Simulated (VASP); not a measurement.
A run of VASP 6.6.1:

Contents of INCAR:

```
ALGO = Normal
EDIFF = 1E-6
ENCUT = 600
GGA = PS
GGA_COMPAT = F
ISIF = 2
ISMEAR = -1
LASPH = T
LCHARG = F
LREAL = F
LWAVE = F
NBANDS = 33
NELM = 120
PREC = Accurate
SIGMA = 0.05
```

KPOINTS

```
k-points
0
Gamma
  10 10 10
```

Contents of POSCAR:

```
TiO2
1.0
   -1.8848870458      1.8848870458      4.7758985103
    1.8848870458     -1.8848870458      4.7758985103
    1.8848870458      1.8848870458     -4.7758985103
Ti O
2 4
Direct
    0.7500000000      0.2500000000      0.5000000000
    0.0000000000      0.0000000000      0.0000000000
    0.7924732882      0.7924732882      0.0000000000
    0.5424732882      0.0424732882      0.5000000000
    0.9575267118      0.4575267118      0.5000000000
    0.2075267118      0.2075267118      0.0000000000
```

Potentials or basis: VASP PAW PBE potentials, release 64 (Ti_sv, O).

Run with:

```bash
$ cat potpaw_PBE.64/Ti_sv/POTCAR potpaw_PBE.64/O/POTCAR > POTCAR
$ mpirun -np 1 vasp_std > vasp.out
```

Hardware: 1 thread of Intel(R) Xeon(R) Platinum 8259CL CPU @ 2.50GHz (Skylake/Cascade Lake), on a shared host.

Task: Estimate the wall time of this run.

Result: Run time: 10 min on 1 thread of Intel(R) Xeon(R) Platinum 8259CL CPU @ 2.50GHz (Skylake/Cascade Lake), with other jobs on the host, peak memory 0.46 GiB. Counts: scf iterations 16, k points 102.
